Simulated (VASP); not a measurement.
BeS: single point with PBEsol

BeS:

```
Be S
1.0
     0.00000    2.19749    2.38081
     2.38081    0.00000    2.38081
     2.38081    2.19749    0.00000
Be S
1 1
Direct
  0.00000 0.00000 0.00000
  0.75000 0.75000 0.75000
```

This cell differs from its parent crystal: volume 12.456 Å^3 an atom, c/a of the conventional cell 0.9230.

- Program: VASP 6.6.1
- Task: single point
- Functional: PBEsol
- Potentials or basis: VASP PAW PBE potentials, release 64 (Be, S)
- Cutoff: 520 eV
- k mesh: 10 × 10 × 10
- Occupations: gaussian, width 0.05 eV
- Spin: no spin polarisation
- Dipole correction: no
- Further INCAR settings: ALGO = Normal; EDIFF = 1e-07; NBANDS = 11

* Pressure: 15.8 GPa
* Band gap on the k mesh: 1.86 eV, indirect (least direct gap 5.23 eV)

Stress tensor (GPa, compression positive):
```
13.61  0.00  0.00
 0.00 20.27  0.00
 0.00  0.00 13.61
```

Levels at points of the mesh, in eV from the valence-band top:
| k point | band 1 | band 2 | band 3 | band 4 | band 5 | band 6 | band 7 | band 8 | band 9 |
| --- | --- | --- | --- | --- | --- | --- | --- | --- | --- |
| (0.00, 0.00, 0.00) | -14.98 | -0.41 | -0.41 | 0.00 | 5.23 | 5.32 | 5.32 | 6.60 | 11.83 |
| (0.50, 0.00, 0.00) | -12.93 | -7.07 | -1.91 | -1.12 | 5.16 | 5.72 | 7.04 | 11.37 | 14.52 |
| (0.50, 0.50, 0.00) | -12.41 | -6.29 | -3.26 | -3.10 | 2.59 | 4.66 | 12.93 | 13.49 | 16.10 |
| (0.50, 0.00, 0.50) | -11.93 | -5.65 | -3.92 | -3.92 | 1.86 | 3.86 | 13.53 | 13.53 | 16.58 |

Run time: 14 s on 1 thread of Intel(R) Xeon(R) 6975P-C (Granite Rapids) (shared host), peak memory 0.15 GiB.

Caveat: the PAW data sets were made with another functional, which shifts forces and pressure a little. A k mesh can miss the band edges.
